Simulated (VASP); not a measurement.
# CaC2 (I4/mmm) in VASP: notebook

CaC2 is run at these levels: LDA; tasks: single point.

All numbers are computed with VASP 6.6.1; they aren't measurements. Logs are shortened: lines on timing, memory, paths and dates and some standing lists are left out, and cuts for length are marked.

## (1) The cell of the first run

It takes space group I4/mmm (No. 139, tetragonal). Conventional cell: a = 3.772 Å, b = 3.772 Å, c = 6.404 Å, α = 90.00°, β = 90.00°, γ = 90.00°. Within 3.4 Å of Ca (site symmetry 4/mmm) lie 10 C at 2.58 to 2.74 Å. Within 1.7 Å of C (site symmetry 4mm) lie 1 C at 1.25 Å.

## (2) Single point, LDA (strain -0.025 along x and y, +0.000 along z)

Contents of INCAR:

```
SYSTEM = CaC2
  ALGO = Normal
  EDIFF = 1E-6
  ENCUT = 520
  GGA = CA
  ISIF = 2
  ISMEAR = 0
  LASPH = .True.
  LCHARG = .False.
  LREAL = .False.
  LWAVE = .False.
  NBANDS = 16
  NELM = 100
  PREC = Accurate
  SIGMA = 0.05
```

Contents of KPOINTS:

```
k-points
0
Gamma
  10 10 10
  0 0 0
```

Contents of POSCAR:

```
CaC2
1.0
   -1.8859411344      1.8859411344      3.2021112425
    1.8859411344     -1.8859411344      3.2021112425
    1.8859411344      1.8859411344     -3.2021112425
Ca C
1 2
Direct
    0.0000000000      0.0000000000      0.0000000000
    0.5978927200      0.5978927200      0.0000000000
    0.4021072800      0.4021072800      0.0000000000
```

Potentials or basis: VASP PAW LDA potentials, release 64 (Ca_sv, C).

Launch:

```sh
> cat potpaw_LDA.64/Ca_sv/POTCAR potpaw_LDA.64/C/POTCAR > POTCAR
> mpirun -np 1 vasp_std > vasp.out
```

OUTCAR:

```text
SYSTEM = CaC2
   EDIFF = 1E-6
   ENCUT = 520
   GGA = CA
   ISIF = 2
   ISMEAR = 0
   LASPH = .True.
   LREAL = .False.
   NELM = 100
   PREC = Accurate

 ion  position               nearest neighbor table
   1  0.000  0.000  0.000-   2 2.58   3 2.58
   2  0.598  0.598  0.000-   3 1.25   1 2.58
   3  0.402  0.402  0.000-   2 1.25   1 2.58

  LATTYP: Found a body centered tetragonal cell.
 ALAT       =     3.7718822688
 C/A-ratio  =     1.6978850422

  Lattice vectors:

 A1 = (  -1.8859411344,   1.8859411344,   3.2021112425)
 A2 = (   1.8859411344,  -1.8859411344,   3.2021112425)
 A3 = (   1.8859411344,   1.8859411344,  -3.2021112425)

Analysis of symmetry for initial positions (statically):
=====================================================================
 Subroutine PRICEL returns:
 Original cell was already a primitive cell.

 Routine SETGRP: Setting up the symmetry group for a
 body centered tetragonal supercell.

 Subroutine GETGRP returns: Found 16 space group operations
 (whereof 16 operations were pure point group operations)
 out of a pool of 16 trial point group operations.

The static configuration has the point symmetry D_4h.

Analysis of symmetry for dynamics (positions and initial velocities):
=====================================================================
 Subroutine PRICEL returns:
 Original cell was already a primitive cell.

 Routine SETGRP: Setting up the symmetry group for a
 body centered tetragonal supercell.

 Subroutine GETGRP returns: Found 16 space group operations
 (whereof 16 operations were pure point group operations)
 out of a pool of 16 trial point group operations.

The dynamic configuration has the point symmetry D_4h.

 Subroutine INISYM returns: Found 16 space group operations
 (whereof 16 operations are pure point group operations),
 and found     1 'primitive' translations

----------------------------------------------------------------------------------------

                                     Primitive cell

  volume of cell :      45.5567

  direct lattice vectors                    reciprocal lattice vectors
    -1.885941134  1.885941134  3.202111243     0.000000000  0.265119622  0.156146980
     1.885941134 -1.885941134  3.202111243     0.265119622  0.000000000  0.156146980
     1.885941134  1.885941134 -3.202111243     0.265119622  0.265119622  0.000000000

  length of vectors
     4.167380992  4.167380992  4.167380992     0.307685380  0.307685380  0.374935765

  position of ions in fractional coordinates (direct lattice)
     0.000000000  0.000000000  0.000000000
     0.597892720  0.597892720  0.000000000
     0.402107280  0.402107280  0.000000000

  ion indices of the primitive-cell ions
   primitive index   ion index
                 1           1
                 2           2
                 3           3

----------------------------------------------------------------------------------------

 KPOINTS: k-points

Automatic generation of k-mesh.
 Grid dimensions read from file:
 generate k-points for:   10   10   10

 Generating k-lattice:

  Cartesian coordinates                     Fractional coordinates (reciprocal lattice)
     0.000000000  0.026511962  0.015614698     0.100000000 -0.000000000  0.000000000
     0.026511962  0.000000000  0.015614698    -0.000000000  0.100000000  0.000000000
     0.026511962  0.026511962  0.000000000     0.000000000  0.000000000  0.100000000

  Length of vectors
     0.030768538  0.030768538  0.037493576

  Shift w.r.t. Gamma in fractional coordinates (k-lattice)
     0.000000000  0.000000000  0.000000000

 Subroutine IBZKPT returns following result:
 ===========================================

 Found    102 irreducible k-points:

 Following reciprocal coordinates:
            Coordinates               Weight
  0.000000  0.000000  0.000000      1.000000
  0.100000  0.000000 -0.000000      8.000000
  0.200000  0.000000 -0.000000      8.000000
  0.300000  0.000000  0.000000      8.000000
  0.400000  0.000000  0.000000      8.000000
  0.500000  0.000000 -0.000000      4.000000
[... 16 lines left out ...]
  0.300000  0.300000 -0.000000      8.000000
  0.400000  0.300000 -0.000000     16.000000
 [... further k-points ...]
   k-points           NKPTS =    102   k-points in BZ     NKDIM =    102   number of bands    NBANDS=     16
   number of dos      NEDOS =    301   number of ions     NIONS =      3
   total plane-waves  NPLWV =  32768
   dimension x,y,z NGX =    32 NGY =   32 NGZ =   32
   dimension x,y,z NGXF=    64 NGYF=   64 NGZF=   64
   ions per type =               1   2
   NGX,Y,Z   is equivalent  to a cutoff of  12.77, 12.77, 12.77 a.u.
   NGXF,Y,Z  is equivalent  to a cutoff of  25.53, 25.53, 25.53 a.u.
 SYSTEM =  CaC2
   PREC   = accura    normal or accurate (medium, high low for compatibility)
   ISTART =      0    job   : 0-new  1-cont  2-samecut
   ICHARG =      2    charge: 1-file 2-atom 10-const
   ISPIN  =      1    spin polarized calculation?
   LNONCOLLINEAR =      F non collinear calculations
   LSORBIT =      F    spin-orbit coupling
   LASPH  =      T    aspherical Exc in radial PAW
   ENCUT  =  520.0 eV  38.22 Ry    6.18 a.u.   7.75  7.75  7.75*2*pi/ulx,y,z
   NELM   =    100;   NELMIN=  2; NELMDL= -5     # of ELM steps
   EDIFF  = 0.1E-05   stopping-criterion for ELM
   LREAL  =      F    real-space projection
   EDIFFG = 0.1E-04   stopping-criterion for IOM
   NSW    =      0    number of steps for IOM
   IBRION =     -1    ionic relax: 0-MD 1-quasi-New 2-CG
   NFREE  =      0    steps in history (QN), initial steepest desc. (CG)
   ISIF   =      2    stress and relaxation
   ISYM   =      2    0-nonsym 1-usesym 2-fastsym
   POTIM  = 0.5000    time-step for ionic-motion
   TEBEG  =    0.0;   TEEND  =   0.0 temperature during run
   PSTRESS=    0.0 pullay stress
   NELECT =      18.0000    total number of electrons
   NUPDOWN=      -1.0000    fix difference up-down
   EMIN   =  10.00;   EMAX   =-10.00  energy-range for DOS
   EFERMI =   0.00;   METHOD = LEGACY
   ISMEAR =     0;   SIGMA  =   0.05  broadening in eV -4-tet -1-fermi 0-gaus
   EFERMI_NEDOS =   21; number of points for ismear=-14 and -15
   IALGO  =     38    algorithm
   IMIX   =      4    mixing-type and parameters
     AMIX     =   0.40;   BMIX     =  1.00
     AMIX_MAG =   1.60;   BMIX_MAG =  1.00
  volume/ion in A,a.u.               =      15.19       102.48
  Fermi-wavevector in a.u.,A,eV,Ry     =   1.201291  2.270110 19.634558  1.443099
  Thomas-Fermi vector in A             =   2.337104
   LORBIT       =      0    0 simple, 1 ext, 2 COOP (PROOUT), +10 PAW based schemes
   GGA     = CA    functional components
   LHFCALC =     F    Hartree Fock is set to
   AEXX    =    0.0000 exact exchange contribution
   IVDW    =     0    specifies the selected vdW correction
   LEPSILON=     F    determine dielectric tensor
   LRPA    =     F    only Hartree local field effects (RPA)
 non-spin polarized calculation
 Gauss-broadening in eV      SIGMA  =   0.05
  energy-cutoff  :      520.00
  volume of cell :       45.56
 maximum number of plane-waves:      1240
   NGX = 15   NGY = 15   NGZ = 15

 number of electron      17.9999999 magnetization

 Free energy of the ion-electron system (eV)
  ---------------------------------------------------
  ext. energy  EPLUGINS =         0.00000000
  ---------------------------------------------------
  free energy    TOTEN  =       -22.17247522 eV

  energy without entropy =      -22.17247522  energy(sigma->0) =      -22.17247522

 E-fermi :   1.9931     XC(G=0): -10.0441

 val. band max:        1.6610335357   @ k =   0.5000   0.5000   0.5000
 cond. band min:       2.5681003215   @ k =   0.5000   0.5000  -0.0000
 fundamental gap:      0.9070667857
 Fermi energy:         1.9930965581

 k-point     1 :       0.0000    0.0000    0.0000
  band No.  band energies     occupation
      1     -36.7228      2.00000
      2     -18.0349      2.00000
      3     -18.0349      2.00000
      4     -17.9223      2.00000
      5     -11.3069      2.00000
      6      -1.2729      2.00000
[... 8 lines left out ...]
     15      11.0200      0.00000
     16      11.0200      0.00000

 k-point     2 :       0.1000    0.0000   -0.0000
  band No.  band energies     occupation
      1     -36.7214      2.00000
      2     -18.0559      2.00000
      3     -18.0341      2.00000
      4     -17.9272      2.00000
      5     -11.2545      2.00000
      6      -1.5031      2.00000
[... 8 lines left out ...]
     15      10.7144      0.00000
     16      10.8762      0.00000

 k-point     3 :       0.2000    0.0000   -0.0000
  band No.  band energies     occupation
      1     -36.7175      2.00000
      2     -18.1117      2.00000
      3     -18.0320      2.00000
      4     -17.9384      2.00000
      5     -11.1159      2.00000
      6      -1.9286      2.00000
[... 8 lines left out ...]
     15      10.0066      0.00000
     16      10.4383      0.00000

 k-point     4 :       0.3000    0.0000    0.0000
  band No.  band energies     occupation
      1     -36.7128      2.00000
      2     -18.1802      2.00000
      3     -18.0294      2.00000
      4     -17.9506      2.00000
      5     -10.9418      2.00000
      6      -2.3455      2.00000
[... 8 lines left out ...]
     15       9.2741      0.00000
     16       9.7225      0.00000

 k-point     5 :       0.4000    0.0000    0.0000
  band No.  band energies     occupation
      1     -36.7090      2.00000
      2     -18.2347      2.00000
      3     -18.0273      2.00000
      4     -17.9598      2.00000
      5     -10.7979      2.00000
      6      -2.6498      2.00000
[... 8 lines left out ...]
     15       9.2474      0.00000
     16       9.6478      0.00000

 k-point     6 :       0.5000    0.0000   -0.0000
  band No.  band energies     occupation
      1     -36.7075      2.00000
      2     -18.2553      2.00000
      3     -18.0265      2.00000
      4     -17.9632      2.00000
      5     -10.7420      2.00000
      6      -2.7619      2.00000
[... 8 lines left out ...]
     15       9.3409      0.00000
     16       9.9027      0.00000

 k-point     7 :       0.1000    0.1000   -0.0000
  band No.  band energies     occupation
      1     -36.7195      2.00000
      2     -18.0641      2.00000
      3     -18.0486      2.00000
      4     -17.9366      2.00000
      5     -11.1920      2.00000
      6      -1.8684      2.00000
[... 8 lines left out ...]
     15      10.1478      0.00000
     16      10.8497      0.00000

 k-point     8 :       0.2000    0.1000   -0.0000
  band No.  band energies     occupation
      1     -36.7155      2.00000
      2     -18.1152      2.00000
      3     -18.0511      2.00000
      4     -17.9482      2.00000
      5     -11.0597      2.00000
      6      -2.2279      2.00000
[... 8 lines left out ...]
     15       9.3236      0.00000
     16      10.5099      0.00000

 k-point     9 :       0.3000    0.1000    0.0000
  band No.  band energies     occupation
      1     -36.7109      2.00000
      2     -18.1804      2.00000
      3     -18.0477      2.00000
      4     -17.9584      2.00000
      5     -10.9070      2.00000
      6      -2.5140      2.00000
[... 8 lines left out ...]
     15       9.3459      0.00000
     16       9.9023      0.00000
[... 172 lines left out ...]
 k-point    19 :       0.5000    0.2000   -0.0000
  band No.  band energies     occupation
      1     -36.7042      2.00000
      2     -18.2253      2.00000
      3     -18.0770      2.00000
      4     -17.9642      2.00000
      5     -10.8090      2.00000
      6      -2.3326      2.00000
[... 8 lines left out ...]
     15       9.4629      0.00000
     16      10.0036      0.00000

 k-point    20 :      -0.4000    0.2000    0.0000
  band No.  band energies     occupation
      1     -36.7063      2.00000
      2     -18.2057      2.00000
      3     -18.0756      2.00000
      4     -17.9543      2.00000
      5     -10.8642      2.00000
      6      -2.0650      2.00000
[... 8 lines left out ...]
     15       9.8837      0.00000
     16      10.5861      0.00000

 k-point    21 :      -0.3000    0.2000   -0.0000
  band No.  band energies     occupation
      1     -36.7101      2.00000
      2     -18.1611      2.00000
      3     -18.0776      2.00000
      4     -17.9430      2.00000
      5     -10.9564      2.00000
      6      -1.7454      2.00000
[... 8 lines left out ...]
     15       9.8181      0.00000
     16      11.0078      0.00000

 k-point    22 :      -0.2000    0.2000    0.0000
  band No.  band energies     occupation
      1     -36.7142      2.00000
      2     -18.1161      2.00000
      3     -18.0736      2.00000
      4     -17.9347      2.00000
      5     -11.0511      2.00000
      6      -1.5026      2.00000
[... 8 lines left out ...]
     15       9.2962      0.00000
     16      11.1331      0.00000

 k-point    23 :       0.3000    0.3000   -0.0000
  band No.  band energies     occupation
      1     -36.7041      2.00000
      2     -18.1580      2.00000
      3     -18.1366      2.00000
      4     -17.9706      2.00000
      5     -10.8493      2.00000
      6      -2.4088      2.00000
[... 8 lines left out ...]
     15       9.4850      0.00000
     16      10.1644      0.00000

 k-point    24 :       0.4000    0.3000   -0.0000
  band No.  band energies     occupation
      1     -36.7017      2.00000
      2     -18.1868      2.00000
      3     -18.1302      2.00000
      4     -17.9701      2.00000
      5     -10.8492      2.00000
      6      -2.1759      2.00000
[... 8 lines left out ...]
     15       9.8324      0.00000
     16      10.1026      0.00000

 [... further k-points ...]
[... 5 lines left out ...]
  --------------------------------------------------------------------------------------
  -------------------------------------------------------------------------------------
  Total       -0.1742629     -0.1742629     -1.1804551      0.0000000     -0.0000000      0.0000000
  in kB       -6.1286232     -6.1286232    -41.5152245      0.0000000     -0.0000000      0.0000000
  external PRESSURE =     -17.9241570 kB  Pullay stress =       0.0000000 kB

 VOLUME and BASIS-vectors are now :
 -----------------------------------------------------------------------------
  energy-cutoff  :      520.00
  volume of cell :       45.56
      direct lattice vectors                 reciprocal lattice vectors
    -1.885941134  1.885941134  3.202111243     0.000000000  0.265119622  0.156146980
     1.885941134 -1.885941134  3.202111243     0.265119622  0.000000000  0.156146980
     1.885941134  1.885941134 -3.202111243     0.265119622  0.265119622  0.000000000

 POSITION                                       TOTAL-FORCE (eV/Angst)
 -----------------------------------------------------------------------------------
      0.00000      0.00000      0.00000         0.000000      0.000000      0.000000
      0.00000      0.00000      3.82904         0.000000      0.000000      0.095758
      0.00000      0.00000      2.57518        -0.000000     -0.000000     -0.095758
 -----------------------------------------------------------------------------------
    total drift:                                0.000000      0.000000      0.000000

  FREE ENERGIE OF THE ION-ELECTRON SYSTEM (eV)
  ---------------------------------------------------
  free  energy   TOTEN  =       -22.1724752204 eV

  energy  without entropy=      -22.1724752204  energy(sigma->0) =      -22.17247522
```

Run time: 70 s. Hardware: 1 thread of Intel Xeon Platinum 8259CL at 2.50GHz (Skylake/Cascade Lake), shared host; peak memory 0.2 GiB.

What came out:

```yaml
Free_energy: -22.1725 eV
Pressure: -1.8 GPa
Largest_force: 0.096 eV/Å
Band_gap_on_the_k_mesh: 0.91 eV, indirect (least direct gap 2.05 eV)
```

Forces in eV/Å, atoms in the order of the input:
```
Ca   0.000  0.000  0.000
C    0.000  0.000  0.096
C    0.000  0.000 -0.096
```

Stress tensor (GPa, compression positive):
```
-0.61  0.00  0.00
 0.00 -0.61  0.00
 0.00  0.00 -4.15
```

Caveat: the cell differs from its parent crystal (strain -0.025 along x and y, +0.000 along z).

## (3) Single point, LDA (strain +0.000 along x and y, -0.025 along z)

Contents of INCAR:

```
ALGO     = Normal         # electronic algorithm
EDIFF    = 1E-7           # SCF threshold, eV
ENCUT    = 520            # plane-wave cutoff, eV
ISIF     = 2              # what is computed and relaxed
ISMEAR   = 0              # smearing method
LASPH    = True           # aspherical terms in the spheres
LCHARG   = False          # write CHGCAR
LREAL    = False          # projectors in reciprocal space
LWAVE    = False          # write WAVECAR
NBANDS   = 16             # bands
NELM     = 80             # most SCF steps
PREC     = Accurate       # precision mode
SIGMA    = 0.05           # smearing width, eV
```

Contents of KPOINTS:

```
k-points
0
Gamma
  10 10 10
```

Contents of POSCAR:

```
CaC2
1.0
   -1.9342985994      1.9342985994      3.1220584614
    1.9342985994     -1.9342985994      3.1220584614
    1.9342985994      1.9342985994     -3.1220584614
Ca C
1 2
Direct
    0.0000000000      0.0000000000      0.0000000000
    0.5978927200      0.5978927200      0.0000000000
    0.4021072800      0.4021072800      0.0000000000
```

Potentials or basis: VASP PAW LDA potentials, release 64 (Ca_sv, C).

Launch:

```sh
> cat potpaw_LDA.64/Ca_sv/POTCAR potpaw_LDA.64/C/POTCAR > POTCAR
> mpirun -np 1 vasp_std > vasp.out
```

Run time: 75 s. Hardware: 1 thread of Intel Xeon Platinum 8259CL at 2.50GHz (Skylake/Cascade Lake), shared host; peak memory 0.2 GiB.

The run converged. Its results:

| Item | Value |
| --- | --- |
| Free energy | -22.1168 eV |
| Pressure | 1.2 GPa |
| Largest force | 2.653 eV/Å |
| Band gap on the k mesh | 1.26 eV, indirect (least direct gap 2.33 eV) |

Forces in eV/Å, atoms in the order of the input:
```
Ca   0.000  0.000  0.000
C    0.000  0.000  2.653
C    0.000  0.000 -2.653
```

Stress tensor (GPa, compression positive):
```
-3.66  0.00  0.00
 0.00 -3.66  0.00
 0.00  0.00 10.86
```

Levels at points of the mesh, in eV from the valence-band top:
| k point | band 5 | band 6 | band 7 | band 8 | band 9 | band 10 | band 11 | band 12 | band 13 | band 14 |
| --- | --- | --- | --- | --- | --- | --- | --- | --- | --- | --- |
| (0.00, 0.00, 0.00) | -12.82 | -2.73 | -1.81 | -1.01 | -1.01 | 3.21 | 3.21 | 4.41 | 5.16 | 5.91 |
| (0.50, 0.00, 0.00) | -12.34 | -4.15 | -2.27 | -1.88 | -0.73 | 5.08 | 6.15 | 6.15 | 6.35 | 6.46 |
| (0.50, 0.50, 0.00) | -12.49 | -2.77 | -2.68 | -1.58 | -1.08 | 1.26 | 6.19 | 6.54 | 7.30 | 7.64 |
| (0.50, 0.50, 0.50) | -12.53 | -4.20 | -1.66 | -1.66 | -0.03 | 3.15 | 5.97 | 6.40 | 6.99 | 6.99 |

Caveat: the cell differs from its parent crystal (strain +0.000 along x and y, -0.025 along z); forces of over 1 eV/Å act on the atoms, so gaps and moduli don't describe the material at rest. A k mesh can miss the band edges.

[end of part 1 of 2]
